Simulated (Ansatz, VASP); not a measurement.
# One calculation of GaP3, two programs

```xyz
4
Lattice="4.0756 0.0000 0.0000 0.0000 4.0756 0.0000 0.0000 0.0000 4.0756" Properties=species:S:1:pos:R:3 pbc="T T T"
Ga    0.0000    0.0000    0.0000
P     0.0000    2.0378    2.0378
P     2.0378    0.0000    2.0378
P     2.0378    2.0378    0.0000
```

Alike in both runs: task relaxation of cell and atoms; functional PBE; k mesh 12 × 12 × 12; occupations gaussian, width 0.1 eV; no spin polarisation.

|  | VASP | Ansatz |
| --- | --- | --- |
| version | VASP 6.6.1 | Ansatz 0.2.0 |
| potentials or method | VASP PAW PBE potentials, release 64 (Ga_d, P), cutoff 600 eV | scalar-relativistic, plane waves, PAW |
| valence electrons in the cell | 28 | 28 |

|  | VASP | Ansatz | Ansatz less VASP |
| --- | --- | --- | --- |
| gap on the k mesh at the Fermi level, each at its own relaxed structure (eV) | none | none | - |
| relaxed volume (Å³/atom) | 15.92 | 15.93 | +0.011 |
| relaxed cell length with the largest relative difference (Å) | 3.993 | 3.994 | +0.0009 |

A gap of «none» marks a metal or a gap that the smearing closes.
